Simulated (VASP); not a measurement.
# ZnS (Cmmm) in VASP: further runs, part 3 of 3

VASP 6.6.1.

## (5) Relaxation of cell and atoms, PBE

INCAR reads:

```
SYSTEM = ZnS
PREC = Accurate ; ENCUT = 600
EDIFF = 1E-6 ; ISMEAR = 0
SIGMA = 0.02 ; LREAL = .FALSE.
LASPH = .TRUE. ; NELM = 80
ALGO = Normal ; ISIF = 3
LWAVE = .FALSE. ; LCHARG = .FALSE.
GGA = PE ; IBRION = 2
NSW = 100 ; EDIFFG = -0.01
```

KPOINTS reads:

```
Automatic mesh
0
G
  6 6 8
  0 0 0
```

POSCAR reads:

```
ZnS
1.0
    3.4250058194     -3.5808570623      0.0000000000
    3.4250058194      3.5808570623      0.0000000000
    0.0000000000      0.0000000000      4.1728718728
Zn S
1 1
Direct
    0.5000000000      0.5000000000      0.5000000000
    0.5000000000      0.5000000000      0.0000000000
```

Potentials or basis: VASP PAW PBE potentials, release 64 (Zn, S).

Launch:

```console
> cat potpaw_PBE.64/Zn/POTCAR potpaw_PBE.64/S/POTCAR > POTCAR
> mpirun -np 1 vasp_std > vasp.out
```

OUTCAR:

```text
SYSTEM = ZnS
   PREC = Accurate
   ENCUT = 600
   EDIFF = 1E-6
   ISMEAR = 0
   LREAL = .FALSE.
   LASPH = .TRUE.
   NELM = 80
   ISIF = 3
   GGA = PE
   IBRION = 2
   NSW = 100
   EDIFFG = -0.01

 ion  position               nearest neighbor table
   1  0.500  0.500  0.500-   2 2.09   2 2.09
   2  0.500  0.500  0.000-   1 2.09   1 2.09

  LATTYP: Found a base centered orthorhombic cell.
 ALAT       =     6.8500116388
 B/A-ratio  =     1.0455039352
 C/A-ratio  =     0.6091773405

  Lattice vectors:

 A1 = (   3.4250058194,  -3.5808570623,   0.0000000000)
 A2 = (   3.4250058194,   3.5808570623,   0.0000000000)
 A3 = (   0.0000000000,   0.0000000000,   4.1728718728)

Analysis of symmetry for initial positions (statically):
=====================================================================
 Subroutine PRICEL returns:
 Original cell was already a primitive cell.

 Routine SETGRP: Setting up the symmetry group for a
 base centered orthorhombic supercell.

 Subroutine GETGRP returns: Found  8 space group operations
 (whereof  8 operations were pure point group operations)
 out of a pool of  8 trial point group operations.

The static configuration has the point symmetry D_2h.

Analysis of symmetry for dynamics (positions and initial velocities):
[... 271 lines left out ...]

------------------------ aborting loop because EDIFF is reached ----------------------------------------
[... 67 lines left out ...]
--------------------------------------- Ionic step       20  -------------------------------------------

 number of electron      17.9999994 magnetization

 Free energy of the ion-electron system (eV)
  ---------------------------------------------------
  ext. energy  EPLUGINS =         0.00000000
  ---------------------------------------------------
  free energy    TOTEN  =        -5.03720494 eV

  energy without entropy =       -5.03720494  energy(sigma->0) =       -5.03720494

 E-fermi :  -3.4957     XC(G=0):  -4.5836

 val. band max:       -3.5931660438   @ k =   0.5000   0.0000   0.5000
 cond. band min:      -2.1891345419   @ k =   0.0000   0.0000   0.0000
 fundamental gap:      1.4040315019
 Fermi energy:        -3.4957131459

 k-point     1 :       0.0000    0.0000    0.0000
  band No.  band energies     occupation
      1     -15.6814      2.00000
      2     -10.2691      2.00000
      3     -10.2691      2.00000
      4     -10.1483      2.00000
      5     -10.1460      2.00000
      6      -9.7717      2.00000
      7      -6.4984      2.00000
      8      -4.6169      2.00000
      9      -4.6080      2.00000
     10      -2.1891      0.00000
     11       1.4355      0.00000
     12       3.2762      0.00000
     13       3.6559      0.00000
[... 354 lines left out ...]
  band No.  band energies     occupation
      1     -15.5750      2.00000
      2     -10.2888      2.00000
      3     -10.2886      2.00000
      4     -10.1465      2.00000
      5     -10.1451      2.00000
      6      -9.9639      2.00000
      7      -6.8288      2.00000
      8      -4.6617      2.00000
      9      -4.6097      2.00000
     10      -1.1442      0.00000
     11       1.8648      0.00000
     12       2.2477      0.00000
     13       2.8222      0.00000

 [... further k-points ...]
[... 5 lines left out ...]
  --------------------------------------------------------------------------------------
  -------------------------------------------------------------------------------------
  Total        0.0012879     -0.0005811      0.0084486      0.0000000      0.0000000      0.0000000
  in kB        0.0156295     -0.0070516      0.1025270      0.0000000      0.0000000      0.0000000
  external PRESSURE =       0.0370350 kB  Pullay stress =       0.0000000 kB
[... 17 lines left out ...]
  FREE ENERGIE OF THE ION-ELECTRON SYSTEM (eV)
  ---------------------------------------------------
  free  energy   TOTEN  =        -5.0372049355 eV

  energy  without entropy=       -5.0372049355  energy(sigma->0) =       -5.03720494

 reached required accuracy - stopping structural energy minimisation
```

Run time: 13 min. Hardware: 1 thread of Intel Xeon Platinum 8259CL at 2.50GHz (Skylake/Cascade Lake), shared host; peak memory 0.32 GiB.

What came out:

```
Free energy                            : -5.0372 eV
Relaxed cell                           : a = 5.624 Å, b = 5.624 Å, c = 4.180 Å, α = 90.00°, β = 90.00°, γ = 93.05°
Space group after relaxing (to 0.05 Å) : Cmmm (No. 65)
Energy gained by relaxing              : 4.1 meV/atom
Ionic steps                            : 20
Pressure after relaxing                : 0.0 GPa
Band gap on the k mesh                 : 1.40 eV, indirect (least direct gap 2.42 eV)
```

The path:
| step | energy change (eV) | largest force (eV/Å) | pressure (GPa) | volume (Å³) |
| --- | --- | --- | --- | --- |
| 1 | 0.0000 | 0.0000 | 0.16 | 102.36 |
| 2 | 0.0001 | 0.0000 | -0.12 | 103.13 |
| 3 | -0.0002 | 0.0000 | 0.02 | 102.72 |
| 4 | -0.0006 | 0.0000 | 0.02 | 103.22 |
| 5 | -0.0016 | 0.0000 | -0.01 | 104.71 |
| 6 | -0.0034 | 0.0000 | 0.06 | 107.72 |
| 7 | -0.0057 | 0.0000 | 0.15 | 113.88 |
| 8 | -0.0069 | 0.0000 | 0.25 | 126.67 |
| 9 | -0.0071 | 0.0000 | 0.24 | 126.98 |
| 10 | -0.0074 | 0.0000 | 0.19 | 127.92 |
| 11 | -0.0079 | 0.0000 | 0.10 | 129.81 |
| 12 | -0.0081 | 0.0000 | -0.04 | 133.65 |
| 13 | -0.0082 | 0.0000 | 0.01 | 132.41 |
| 14 | -0.0082 | 0.0000 | 0.01 | 132.17 |
| 15 | -0.0081 | 0.0000 | 0.06 | 130.99 |
| 16 | -0.0082 | 0.0000 | 0.03 | 132.01 |
| 17 | -0.0082 | 0.0000 | 0.02 | 131.90 |
| 18 | -0.0082 | 0.0000 | 0.03 | 131.97 |
| 19 | -0.0082 | 0.0000 | 0.01 | 131.98 |
| 20 | -0.0082 | 0.0000 | 0.00 | 132.03 |

Final structure:
```
Zn S
1.0
     3.86936   -4.08127    0.00000
     3.86936    4.08127    0.00000
     0.00000    0.00000    4.18019
Zn S
1 1
Direct
  0.50000 0.50000 0.50000
  0.50000 0.50000 0.00000
```

Levels at points of the mesh, in eV from the valence-band top:
| k point | band 5 | band 6 | band 7 | band 8 | band 9 | band 10 | band 11 | band 12 | band 13 |
| --- | --- | --- | --- | --- | --- | --- | --- | --- | --- |
| (0.00, 0.00, 0.00) | -6.55 | -6.18 | -2.91 | -1.02 | -1.01 | 1.40 | 5.03 | 6.87 | 7.25 |
| (0.50, 0.00, 0.00) | -6.55 | -6.17 | -2.90 | -1.22 | -1.00 | 1.57 | 5.33 | 6.18 | 7.52 |
| (0.50, 0.50, 0.00) | -6.55 | -6.16 | -2.90 | -1.19 | -1.18 | 1.71 | 5.80 | 5.96 | 6.10 |
| (0.00, 0.00, 0.50) | -6.55 | -6.55 | -4.09 | -0.01 | -0.01 | 4.34 | 4.37 | 5.92 | 6.29 |
| (0.50, 0.00, 0.50) | -6.55 | -6.55 | -4.07 | -0.14 | 0.00 | 3.59 | 4.44 | 6.76 | 7.54 |
| (0.50, 0.50, 0.50) | -6.55 | -6.55 | -4.04 | -0.13 | -0.12 | 3.72 | 3.78 | 7.58 | 7.81 |

Caveat: the volume moved by over 15 % at a fixed basis, so the end points are rough. A k mesh can miss the band edges.

## (6) Relaxation of cell and atoms, PBE

This run uses another cell than the first one, of 59.50 Å³/atom, 1.163 times its volume.

INCAR reads:

```
PREC = Accurate
ENCUT = 600
EDIFF = 1E-6
ISMEAR = 0
SIGMA = 0.02
LREAL = F
LASPH = T
NELM = 100
ALGO = Normal
ISIF = 3
LWAVE = F
LCHARG = F
GGA = PE
IBRION = 2
NSW = 100
EDIFFG = -0.01
```

KPOINTS reads:

```
regular mesh
0
Gamma
  6 6 8
```

POSCAR reads:

```
ZnS
1.0
    3.6847144389     -3.8687299036      0.0000000000
    3.6847144389      3.8687299036      0.0000000000
    0.0000000000      0.0000000000      4.1742165216
Zn S
1 1
Direct
    0.5000000000      0.5000000000      0.5000000000
    0.5000000000      0.5000000000      0.0000000000
```

Potentials or basis: VASP PAW PBE potentials, release 64 (Zn, S).

Launch:

```console
> cat potpaw_PBE.64/Zn/POTCAR potpaw_PBE.64/S/POTCAR > POTCAR
> mpirun -np 1 vasp_std > vasp.out
```

It took 2.5 min on 1 thread of Intel Xeon Platinum 8259CL at 2.50GHz (Skylake/Cascade Lake), shared host; peak memory 0.37 GiB.

The run converged. Its results:

- Free energy: -5.0375 eV
- Relaxed volume: 59.60 Å³/atom
- Relaxed cell: a = 5.344 Å, b = 5.344 Å, c = 4.179 Å, α = 90.00°, β = 90.00°, γ = 92.79°
- Space group after relaxing (to 0.05 Å): Cmmm (No. 65)
- Energy gained by relaxing: 0.1 meV/atom
- Ionic steps: 3
- Pressure after relaxing: 0.0 GPa
- Band gap on the k mesh: 1.31 eV, indirect (least direct gap 2.32 eV)

The path:
| step | energy change (eV) | largest force (eV/Å) | pressure (GPa) | volume (Å³) |
| --- | --- | --- | --- | --- |
| 1 | 0.0000 | 0.0000 | 0.10 | 119.01 |
| 2 | 0.0005 | 0.0000 | -0.14 | 119.66 |
| 3 | -0.0001 | 0.0000 | 0.01 | 119.20 |

Final structure:
```cif
data_structure
_symmetry_space_group_name_H-M 'P 1'
_symmetry_Int_Tables_number 1
_cell_length_a 5.3437
_cell_length_b 5.3437
_cell_length_c 4.1794
_cell_angle_alpha 90.000
_cell_angle_beta 90.000
_cell_angle_gamma 92.792
_cell_volume 119.20
loop_
_atom_site_label
_atom_site_type_symbol
_atom_site_fract_x
_atom_site_fract_y
_atom_site_fract_z
_atom_site_occupancy
Zn1 Zn 0.50000 0.50000 0.50000 1
S1 S 0.50000 0.50000 0.00000 1
```

Levels at points of the mesh, in eV from the valence-band top:
```tsv
k point	band 6	band 7	band 8	band 9	band 10	band 11	band 12	band 13
(0.00, 0.00, 0.00)	-6.22	-2.95	-1.02	-1.01	1.31	5.09	6.96	7.39
(0.50, 0.00, 0.00)	-6.21	-2.94	-1.30	-0.99	1.54	5.34	6.32	7.69
(0.50, 0.50, 0.00)	-6.20	-2.93	-1.26	-1.24	1.72	5.77	6.01	6.15
(0.00, 0.00, 0.50)	-6.59	-4.15	-0.02	-0.01	4.41	4.45	5.83	6.25
(0.50, 0.00, 0.50)	-6.59	-4.11	-0.21	0.00	3.44	4.54	6.78	7.63
(0.50, 0.50, 0.50)	-6.59	-4.06	-0.18	-0.17	3.62	3.68	7.70	7.77
```

A k mesh can miss the band edges. A hybrid or GW would open this gap; PBE tends to underestimate it.

## (7) Overview

```tsv
task	cell	k mesh	cutoff (eV)	smearing	gap on the mesh (eV)	pressure (GPa)	relaxed volume (Å³/atom)
single point	a = 4.955, b = 4.955, c = 4.173 Å, angles 90.0, 90.0, 92.5°, 2 atoms	6 × 6 × 4	520	gaussian 0.1 eV	1.13	0.2	-
single point	a = 5.343, b = 5.343, c = 4.174 Å, angles 90.0, 90.0, 92.8°, 2 atoms	6 × 6 × 8	520	gaussian 0.02 eV	1.33	0.1	-
relaxation of cell and atoms	relaxed from a = 4.955, b = 4.955, c = 4.173 Å, angles 90.0, 90.0, 92.5°, 2 atoms	6 × 6 × 8	600	gaussian 0.02 eV	1.40	0.0	66.01
relaxation of cell and atoms	relaxed from a = 5.343, b = 5.343, c = 4.174 Å, angles 90.0, 90.0, 92.8°, 2 atoms	6 × 6 × 8	600	gaussian 0.02 eV	1.31	0.0	59.60
```

Alike in all rows: level PBE; potentials or basis VASP PAW PBE potentials, release 64 (Zn, S); no spin polarisation.

Caveats: the volume moved by over 15 % at a fixed basis, so the end points are rough (some runs).

Absolute energies hang on the potentials; compare differences alone.
